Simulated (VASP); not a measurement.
Here is a VASP 6.6.1 calculation.

The input POSCAR:

```
CuCl2
1.0
    0.0000000000      3.0438866400      3.0438866400
    3.0438866400      0.0000000000      3.0438866400
    3.0438866400      3.0438866400      0.0000000000
Cu Cl
1 2
Direct
    0.0000000000      0.0000000000      0.0000000000
    0.2500000000      0.2500000000      0.2500000000
    0.7500000000      0.7500000000      0.7500000000
```

Contents of INCAR.step1:

```
PREC     = Accurate       # precision mode
ENCUT    = 520            # plane-wave cutoff, eV
ISMEAR   = 0              # smearing method
SIGMA    = 0.05           # smearing width, eV
LREAL    = False          # projectors in reciprocal space
LASPH    = True           # aspherical terms in the spheres
NELM     = 150            # most SCF steps
ISPIN    = 2              # spin polarisation
MAGMOM   = 1 0 0          # initial moments
LMAXMIX  = 4              # l up to which the mixer works
LDAU     = True           # DFT+U
LDAUTYPE = 2            
LDAUL    = 2 -1           # shell
LDAUU    = 2 0            # U, eV
LDAUJ    = 0 0          
NBANDS   = 24             # bands
GGA      = PE             # functional
ALGO     = Normal         # electronic algorithm
EDIFF    = 1E-4           # SCF threshold, eV
LWAVE    = True           # write WAVECAR
LCHARG   = False          # write CHGCAR
```

File INCAR.step2:

```
PREC     = Accurate       # precision mode
ENCUT    = 520            # plane-wave cutoff, eV
EDIFF    = 1E-6           # SCF threshold, eV
ISMEAR   = 0              # smearing method
SIGMA    = 0.05           # smearing width, eV
LREAL    = False          # projectors in reciprocal space
LASPH    = True           # aspherical terms in the spheres
NELM     = 150            # most SCF steps
ALGO     = Normal         # electronic algorithm
ISIF     = 2              # what is computed and relaxed
LWAVE    = False          # write WAVECAR
LCHARG   = False          # write CHGCAR
ISPIN    = 2              # spin polarisation
MAGMOM   = 1 0 0          # initial moments
LORBIT   = 11             # projections on sites
LMAXMIX  = 4              # l up to which the mixer works
LDAU     = True           # DFT+U
LDAUTYPE = 2            
LDAUL    = 2 -1           # shell
LDAUU    = 2 0            # U, eV
LDAUJ    = 0 0          
LDAUPRINT= 1            
METAGGA  = R2SCAN         # meta-GGA
LMIXTAU  = True         
NBANDS   = 24             # bands
ISTART   = 1
```

File KPOINTS:

```
Automatic mesh
0
Gamma
  5 5 5
```

Potentials or basis: VASP PAW PBE potentials, release 64 (Cu, Cl).

Launch:

```console
$ cat potpaw_PBE.64/Cu/POTCAR potpaw_PBE.64/Cl/POTCAR > POTCAR
$ cp INCAR.step1 INCAR
$ mpirun -np 1 vasp_std > vasp.out
$ cp INCAR.step2 INCAR
$ mpirun -np 1 vasp_std > vasp.out
```

Problem. Predict the net moment.

Solution. 0.01 μB per cell.

Problem. Estimate the pressure.

Solution. 0.8 GPa.

Eigenvalues of the final occupation matrices:
| site | spin | trace | eigenvalues |
| --- | --- | --- | --- |
| site 1 d | 1 | 4.67 | 0.92 0.92 0.92 0.96 0.96 |
| site 1 d | 2 | 4.67 | 0.92 0.92 0.92 0.96 0.96 |

Caveat: the PAW data sets were made with another functional, which shifts forces and pressure a little.
